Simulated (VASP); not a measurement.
Ba:

```
CELL_PARAMETERS angstrom
4.24526 0.00000 0.00000
-2.12263 3.67650 0.00000
0.00000 0.00000 11.24075
ATOMIC_POSITIONS crystal
Ba 0.00000 0.50000 0.83333
Ba 0.50000 0.00000 0.50000
Ba 0.50000 0.50000 0.16667
```

The cell was built from a structure type or drawn by symmetry, and may not be a known phase.

- Program: VASP 6.6.1
- Task: relaxation of cell and atoms
- Functional: PBE
- Potentials or basis: VASP PAW PBE potentials, release 64 (Ba_sv)
- Cutoff: 600 eV
- k mesh: 6 × 6 × 2
- Occupations: gaussian, width 0.1 eV
- Spin: no spin polarisation

At the start: pressure 0.9 GPa; volume 58.48 Å³/atom.

Q: Where does the relaxation end?

A: Over 3 steps the energy falls by 17.0 meV/atom and the volume is 64.02 Å³/atom (+9.5 %); space group P6_422 (No. 181, to 0.1 Å) before and after.

Step by step:
```tsv
step	energy change (eV)	largest force (eV/Å)	pressure (GPa)	volume (Å³)
1	0.0000	0.0000	0.87	175.44
2	-0.0406	0.0000	0.37	183.56
3	-0.0511	0.0000	-0.06	192.05
```

Final structure:
```cif
data_structure
_symmetry_space_group_name_H-M 'P 1'
_symmetry_Int_Tables_number 1
_cell_length_a 4.4276
_cell_length_b 4.4276
_cell_length_c 11.3122
_cell_angle_alpha 90.000
_cell_angle_beta 90.000
_cell_angle_gamma 120.000
_cell_volume 192.05
loop_
_atom_site_label
_atom_site_type_symbol
_atom_site_fract_x
_atom_site_fract_y
_atom_site_fract_z
_atom_site_occupancy
Ba1 Ba 0.00000 0.50000 0.83333 1
Ba2 Ba 0.50000 0.00000 0.50000 1
Ba3 Ba 0.50000 0.50000 0.16667 1
```
